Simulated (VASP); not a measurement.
# TlCl (Pm-3m) in VASP: notebook

TlCl is run at these levels: PBEsol; tasks: single point.

All numbers are computed with VASP 6.6.1; they aren't measurements. Logs are shortened: lines on timing, memory, paths and dates and some standing lists are left out, and cuts for length are marked.

**1. The cell of the first run**

Symmetry: Pm-3m, No. 221, cubic system. Conventional cell: a = 3.839 Å, b = 3.839 Å, c = 3.839 Å, α = 90.00°, β = 90.00°, γ = 90.00°. Tl (site symmetry m-3m) has 8 Cl at 3.32 Å and 6 Tl at 3.84 Å within 4.4 Å. Within 4.4 Å of Cl (site symmetry m-3m) lie 8 Tl at 3.32 Å and 6 Cl at 3.84 Å.

**2. Single point, PBEsol**

INCAR reads:

```
SYSTEM = TlCl
PREC = Accurate
ENCUT = 500
EDIFF = 1E-6
ISMEAR = 0
SIGMA = 0.01
LREAL = .FALSE.
LASPH = .TRUE.
NELM = 120
ALGO = Normal
ISIF = 2
LWAVE = .FALSE.
LCHARG = .FALSE.
GGA = PS
NBANDS = 17
GGA_COMPAT = .FALSE.
```

KPOINTS reads:

```
Automatic mesh
0
G
  4 4 4
  0 0 0
```

POSCAR reads:

```
TlCl
1.0
    3.8388256296      0.0000000000      0.0000000000
    0.0000000000      3.8388256296      0.0000000000
    0.0000000000      0.0000000000      3.8388256296
Tl Cl
1 1
Direct
    0.0000000000      0.0000000000      0.0000000000
    0.5000000000      0.5000000000      0.5000000000
```

Potentials or basis: VASP PAW PBE potentials, release 64 (Tl_d, Cl).

Command:

```sh
$ cat potpaw_PBE.64/Tl_d/POTCAR potpaw_PBE.64/Cl/POTCAR > POTCAR
$ mpirun -np 1 vasp_std > vasp.out
```

OUTCAR:

```text
SYSTEM = TlCl
   PREC = Accurate
   ENCUT = 500
   EDIFF = 1E-6
   ISMEAR = 0
   LREAL = .FALSE.
   LASPH = .TRUE.
   NELM = 120
   ISIF = 2
   GGA = PS

 ion  position               nearest neighbor table
   1  0.000  0.000  0.000-   2 3.32   2 3.32   2 3.32   2 3.32   2 3.32   2 3.32   2 3.32   2 3.32

   2  0.500  0.500  0.500-   1 3.32   1 3.32   1 3.32   1 3.32   1 3.32   1 3.32   1 3.32   1 3.32

  LATTYP: Found a simple cubic cell.
 ALAT       =     3.8388256296

  Lattice vectors:

 A1 = (   3.8388256296,   0.0000000000,   0.0000000000)
 A2 = (   0.0000000000,   3.8388256296,   0.0000000000)
 A3 = (   0.0000000000,   0.0000000000,   3.8388256296)

Analysis of symmetry for initial positions (statically):
=====================================================================
 Subroutine PRICEL returns:
 Original cell was already a primitive cell.

 Routine SETGRP: Setting up the symmetry group for a
 simple cubic supercell.

 Subroutine GETGRP returns: Found 48 space group operations
 (whereof 48 operations were pure point group operations)
 out of a pool of 48 trial point group operations.

The static configuration has the point symmetry O_h .

Analysis of symmetry for dynamics (positions and initial velocities):
=====================================================================
 Subroutine PRICEL returns:
 Original cell was already a primitive cell.

 Routine SETGRP: Setting up the symmetry group for a
 simple cubic supercell.

 Subroutine GETGRP returns: Found 48 space group operations
 (whereof 48 operations were pure point group operations)
 out of a pool of 48 trial point group operations.

The dynamic configuration has the point symmetry O_h .

 Subroutine INISYM returns: Found 48 space group operations
 (whereof 48 operations are pure point group operations),
 and found     1 'primitive' translations

----------------------------------------------------------------------------------------

                                     Primitive cell

  volume of cell :      56.5712

  direct lattice vectors                    reciprocal lattice vectors
     3.838825630  0.000000000  0.000000000     0.260496333  0.000000000  0.000000000
     0.000000000  3.838825630  0.000000000     0.000000000  0.260496333  0.000000000
     0.000000000  0.000000000  3.838825630     0.000000000  0.000000000  0.260496333

  length of vectors
     3.838825630  3.838825630  3.838825630     0.260496333  0.260496333  0.260496333

  position of ions in fractional coordinates (direct lattice)
     0.000000000  0.000000000  0.000000000
     0.500000000  0.500000000  0.500000000

  ion indices of the primitive-cell ions
   primitive index   ion index
                 1           1
                 2           2

----------------------------------------------------------------------------------------

 KPOINTS: Automatic mesh

Automatic generation of k-mesh.
 Grid dimensions read from file:
 generate k-points for:    4    4    4

 Generating k-lattice:

  Cartesian coordinates                     Fractional coordinates (reciprocal lattice)
     0.065124083  0.000000000  0.000000000     0.250000000  0.000000000  0.000000000
     0.000000000  0.065124083  0.000000000     0.000000000  0.250000000  0.000000000
     0.000000000  0.000000000  0.065124083     0.000000000  0.000000000  0.250000000

  Length of vectors
     0.065124083  0.065124083  0.065124083

  Shift w.r.t. Gamma in fractional coordinates (k-lattice)
     0.000000000  0.000000000  0.000000000

 Subroutine IBZKPT returns following result:
 ===========================================

 Found     10 irreducible k-points:

 Following reciprocal coordinates:
            Coordinates               Weight
  0.000000  0.000000  0.000000      1.000000
  0.250000  0.000000  0.000000      6.000000
  0.500000  0.000000  0.000000      3.000000
  0.250000  0.250000  0.000000     12.000000
  0.500000  0.250000  0.000000     12.000000
  0.500000  0.500000  0.000000      3.000000
  0.250000  0.250000  0.250000      8.000000
  0.500000  0.250000  0.250000     12.000000
  0.500000  0.500000  0.250000      6.000000
  0.500000  0.500000  0.500000      1.000000
   k-points           NKPTS =     10   k-points in BZ     NKDIM =     10   number of bands    NBANDS=     17
   number of dos      NEDOS =    301   number of ions     NIONS =      2
   total plane-waves  NPLWV =  21952
   dimension x,y,z NGX =    28 NGY =   28 NGZ =   28
   dimension x,y,z NGXF=    56 NGYF=   56 NGZF=   56
   ions per type =               1   1
   NGX,Y,Z   is equivalent  to a cutoff of  12.13, 12.13, 12.13 a.u.
   NGXF,Y,Z  is equivalent  to a cutoff of  24.25, 24.25, 24.25 a.u.
 SYSTEM =  TlCl
   PREC   = accura    normal or accurate (medium, high low for compatibility)
   ISTART =      0    job   : 0-new  1-cont  2-samecut
   ICHARG =      2    charge: 1-file 2-atom 10-const
   ISPIN  =      1    spin polarized calculation?
   LNONCOLLINEAR =      F non collinear calculations
   LSORBIT =      F    spin-orbit coupling
   LASPH  =      T    aspherical Exc in radial PAW
   ENCUT  =  500.0 eV  36.75 Ry    6.06 a.u.   7.00  7.00  7.00*2*pi/ulx,y,z
   NELM   =    120;   NELMIN=  2; NELMDL= -5     # of ELM steps
   EDIFF  = 0.1E-05   stopping-criterion for ELM
   LREAL  =      F    real-space projection
[... 7 lines left out ...]
   TEBEG  =    0.0;   TEEND  =   0.0 temperature during run
   PSTRESS=    0.0 pullay stress
   NELECT =      20.0000    total number of electrons
   NUPDOWN=      -1.0000    fix difference up-down
   EMIN   =  10.00;   EMAX   =-10.00  energy-range for DOS
   EFERMI =   0.00;   METHOD = LEGACY
   ISMEAR =     0;   SIGMA  =   0.01  broadening in eV -4-tet -1-fermi 0-gaus
   EFERMI_NEDOS =   21; number of points for ismear=-14 and -15
   IALGO  =     38    algorithm
   IMIX   =      4    mixing-type and parameters
     AMIX     =   0.40;   BMIX     =  1.00
     AMIX_MAG =   1.60;   BMIX_MAG =  1.00
  volume/ion in A,a.u.               =      28.29       190.88
  Fermi-wavevector in a.u.,A,eV,Ry     =   1.157586  2.187520 18.231867  1.340004
  Thomas-Fermi vector in A             =   2.294196
   LORBIT       =      0    0 simple, 1 ext, 2 COOP (PROOUT), +10 PAW based schemes
   GGA     = PS    functional components
   LHFCALC =     F    Hartree Fock is set to
   AEXX    =    0.0000 exact exchange contribution
   IVDW    =     0    specifies the selected vdW correction
   LEPSILON=     F    determine dielectric tensor
   LRPA    =     F    only Hartree local field effects (RPA)
 non-spin polarized calculation
 Gauss-broadening in eV      SIGMA  =   0.01
  energy-cutoff  :      500.00
  volume of cell :       56.57
 maximum number of plane-waves:      1472
 NGX is ok and might be reduce to    28
   NGX = 13   NGY = 13   NGZ = 13

 number of electron      19.9999993 magnetization

 Free energy of the ion-electron system (eV)
  ---------------------------------------------------
  ext. energy  EPLUGINS =         0.00000000
  ---------------------------------------------------
  free energy    TOTEN  =        -6.44715907 eV

  energy without entropy =       -6.44715907  energy(sigma->0) =       -6.44715907

 E-fermi :   2.6254     XC(G=0):  -9.3482

 val. band max:        2.5639387078   @ k =   0.5000   0.0000   0.0000
 cond. band min:       4.5066751930   @ k =   0.5000   0.0000   0.0000
 fundamental gap:      1.9427364852
 Fermi energy:         2.6254386477

 k-point     1 :       0.0000    0.0000    0.0000
  band No.  band energies     occupation
      1     -11.1743      2.00000
      2      -7.3365      2.00000
      3      -7.3365      2.00000
      4      -7.0904      2.00000
      5      -7.0904      2.00000
      6      -7.0904      2.00000
      7      -2.0614      2.00000
      8       1.0447      2.00000
      9       1.0447      2.00000
     10       1.0447      2.00000
     11      10.2426      0.00000
     12      10.2426      0.00000
     13      10.2916      0.00000
     14      10.2916      0.00000
     15      10.2916      0.00000
     16      14.8722      0.00000
     17      16.7284      0.00000

 k-point     2 :       0.2500    0.0000    0.0000
  band No.  band energies     occupation
      1     -11.0502      2.00000
      2      -7.3291      2.00000
      3      -7.2493      2.00000
      4      -7.1319      2.00000
      5      -7.1319      2.00000
      6      -7.0867      2.00000
      7      -2.5191      2.00000
      8       1.2567      2.00000
      9       1.2567      2.00000
     10       1.5328      2.00000
     11       6.8898      0.00000
     12       9.6619      0.00000
     13       9.6619      0.00000
     14      10.6120      0.00000
     15      12.9035      0.00000
     16      15.5865      0.00000
     17      16.6051      0.00000

 k-point     3 :       0.5000    0.0000    0.0000
  band No.  band energies     occupation
      1     -10.9173      2.00000
      2      -7.3217      2.00000
      3      -7.1724      2.00000
      4      -7.1724      2.00000
      5      -7.1687      2.00000
      6      -7.0829      2.00000
      7      -2.9362      2.00000
      8       1.4868      2.00000
      9       1.4868      2.00000
     10       2.5639      2.00000
     11       4.5067      0.00000
     12       9.0369      0.00000
     13       9.0369      0.00000
     14      11.2049      0.00000
     15      13.8957      0.00000
     16      16.2551      0.00000
     17      16.6841      0.00000

 k-point     4 :       0.2500    0.2500    0.0000
  band No.  band energies     occupation
      1     -10.9587      2.00000
      2      -7.2854      2.00000
      3      -7.1897      2.00000
      4      -7.1422      2.00000
      5      -7.1283      2.00000
      6      -7.1202      2.00000
      7      -2.3783      2.00000
      8       0.2625      2.00000
      9       1.3806      2.00000
     10       2.0879      2.00000
     11       6.5578      0.00000
     12       8.0714      0.00000
     13       9.7527      0.00000
     14      11.7966      0.00000
     15      14.1115      0.00000
     16      14.3611      0.00000
     17      14.7530      0.00000

 k-point     5 :       0.5000    0.2500    0.0000
  band No.  band energies     occupation
      1     -10.8634      2.00000
      2      -7.2684      2.00000
      3      -7.1613      2.00000
      4      -7.1473      2.00000
      5      -7.1167      2.00000
      6      -7.1064      2.00000
      7      -2.3619      2.00000
      8       0.3319      2.00000
      9       1.5092      2.00000
     10       1.5369      2.00000
     11       5.9446      0.00000
     12       7.9201      0.00000
     13       9.7523      0.00000
     14      11.7242      0.00000
     15      14.7921      0.00000
     16      14.8048      0.00000
     17      15.5346      0.00000

 k-point     6 :       0.5000    0.5000    0.0000
  band No.  band energies     occupation
      1     -10.8087      2.00000
      2      -7.2395      2.00000
      3      -7.1501      2.00000
      4      -7.1501      2.00000
      5      -7.1153      2.00000
      6      -7.0222      2.00000
      7      -0.8607      2.00000
      8      -0.4526      2.00000
      9      -0.4526      2.00000
     10       1.5320      2.00000
     11       7.3641      0.00000
     12       7.3641      0.00000
     13      10.8223      0.00000
     14      10.9484      0.00000
     15      13.8929      0.00000
     16      13.8929      0.00000
     17      14.0101      0.00000

 k-point     7 :       0.2500    0.2500    0.2500
  band No.  band energies     occupation
      1     -10.8759      2.00000
      2      -7.1888      2.00000
      3      -7.1888      2.00000
      4      -7.1669      2.00000
      5      -7.1669      2.00000
      6      -7.1131      2.00000
      7      -2.0946      2.00000
      8       0.5858      2.00000
      9       0.5858      2.00000
     10       1.9442      2.00000
     11       7.2964      0.00000
     12       7.2964      0.00000
     13       7.8082      0.00000
     14      13.0708      0.00000
     15      13.0708      0.00000
     16      14.5783      0.00000
     17      17.1441      0.00000

 k-point     8 :       0.5000    0.2500    0.2500
  band No.  band energies     occupation
      1     -10.7898      2.00000
      2      -7.2231      2.00000
      3      -7.1771      2.00000
      4      -7.1673      2.00000
      5      -7.1332      2.00000
      6      -7.0832      2.00000
      7      -1.7900      2.00000
      8       0.3538      2.00000
      9       0.9650      2.00000
     10       1.2774      2.00000
     11       6.2017      0.00000
     12       6.4885      0.00000
     13       8.7778      0.00000
     14      12.9602      0.00000
     15      12.9681      0.00000
     16      14.2233      0.00000
     17      17.9398      0.00000

 k-point     9 :       0.5000    0.5000    0.2500
  band No.  band energies     occupation
      1     -10.7134      2.00000
      2      -7.2141      2.00000
      3      -7.2141      2.00000
      4      -7.1914      2.00000
      5      -7.1288      2.00000
      6      -7.0202      2.00000
      7      -0.3858      2.00000
      8      -0.0147      2.00000
      9      -0.0147      2.00000
     10       0.9957      2.00000
     11       6.1357      0.00000
     12       6.1357      0.00000
     13       7.2821      0.00000
     14      12.5892      0.00000
     15      14.5868      0.00000
     16      14.5868      0.00000
     17      18.5100      0.00000

 k-point    10 :       0.5000    0.5000    0.5000
  band No.  band energies     occupation
      1     -10.6116      2.00000
      2      -7.2756      2.00000
      3      -7.2756      2.00000
      4      -7.2756      2.00000
      5      -7.0182      2.00000
      6      -7.0182      2.00000
      7       0.3550      2.00000
      8       0.5454      2.00000
      9       0.5454      2.00000
     10       0.5454      2.00000
     11       4.9832      0.00000
     12       4.9832      0.00000
     13       4.9832      0.00000
     14      15.2095      0.00000
     15      15.2095      0.00000
     16      15.2095      0.00000
     17      19.4578      0.00000

------------------------ aborting loop because EDIFF is reached ----------------------------------------

  FORCE on cell =-STRESS in cart. coord.  units (eV):
  Direction    XX          YY          ZZ          XY          YZ          ZX
  --------------------------------------------------------------------------------------
  -------------------------------------------------------------------------------------
  Total       -0.4891248     -0.4891248     -0.4891248      0.0000000      0.0000000     -0.0000000
  in kB      -13.8527209    -13.8527209    -13.8527209      0.0000000      0.0000000     -0.0000000
  external PRESSURE =     -13.8527209 kB  Pullay stress =       0.0000000 kB

 VOLUME and BASIS-vectors are now :
 -----------------------------------------------------------------------------
  energy-cutoff  :      500.00
  volume of cell :       56.57
      direct lattice vectors                 reciprocal lattice vectors
     3.838825630  0.000000000  0.000000000     0.260496333  0.000000000  0.000000000
     0.000000000  3.838825630  0.000000000     0.000000000  0.260496333  0.000000000
     0.000000000  0.000000000  3.838825630     0.000000000  0.000000000  0.260496333

 POSITION                                       TOTAL-FORCE (eV/Angst)
 -----------------------------------------------------------------------------------
      0.00000      0.00000      0.00000         0.000000      0.000000      0.000000
      1.91941      1.91941      1.91941         0.000000      0.000000      0.000000
 -----------------------------------------------------------------------------------
    total drift:                               -0.000000      0.000000      0.000000

  FREE ENERGIE OF THE ION-ELECTRON SYSTEM (eV)
  ---------------------------------------------------
  free  energy   TOTEN  =        -6.4471590734 eV

  energy  without entropy=       -6.4471590734  energy(sigma->0) =       -6.44715907
```

It took 10 s on 1 thread of Intel Xeon 8259CL, shared host; peak memory 0.16 GiB.

What came out:

* Free energy: -6.4472 eV
* Pressure: -1.4 GPa
* Band gap on the k mesh: 1.94 eV

Caveat: the PAW data sets were made with another functional, which shifts forces and pressure a little; spin-orbit coupling is left out, which moves the levels of the heavy elements. A k mesh can miss the band edges.

**3. Single point, PBEsol**

INCAR reads:

```
ALGO = Normal
EDIFF = 1E-6
ENCUT = 500
GGA = PS
GGA_COMPAT = False
ISIF = 2
ISMEAR = 1
LASPH = True
LCHARG = False
LREAL = False
LWAVE = False
NBANDS = 17
NELM = 120
PREC = Accurate
SIGMA = 0.05
```

KPOINTS reads:

```
k-points
0
Gamma
  4 4 4
```

POSCAR is that of step 2.

Potentials or basis: VASP PAW PBE potentials, release 64 (Tl_d, Cl).

Command:

```sh
$ cat potpaw_PBE.64/Tl_d/POTCAR potpaw_PBE.64/Cl/POTCAR > POTCAR
$ mpirun -np 1 vasp_std > vasp.out
```

Wall time 14 s (1 thread of Intel Xeon 8259CL, shared host); peak memory 0.16 GiB.

The run converged. Its results:

```yaml
Free_energy: -6.4470 eV
Pressure: -1.4 GPa
Band_gap_on_the_k_mesh: 1.94 eV
```

Levels at points of the mesh, in eV from the valence-band top:
```
           k point  band 6  band 7  band 8  band 9  band 10  band 11  band 12  band 13  band 14  band 15
(0.00, 0.00, 0.00)   -9.65   -4.63   -1.52   -1.52    -1.52     7.68     7.68     7.73     7.73     7.73
(0.50, 0.00, 0.00)   -9.65   -5.50   -1.08   -1.08     0.00     1.94     6.47     6.47     8.64    11.33
(0.50, 0.50, 0.00)   -9.59   -3.42   -3.02   -3.02    -1.03     4.80     4.80     8.26     8.38    11.33
(0.50, 0.50, 0.50)   -9.58   -2.21   -2.02   -2.02    -2.02     2.42     2.42     2.42    12.65    12.65
```

Caveat: the PAW data sets were made with another functional, which shifts forces and pressure a little; spin-orbit coupling is left out, which moves the levels of the heavy elements. A k mesh can miss the band edges.
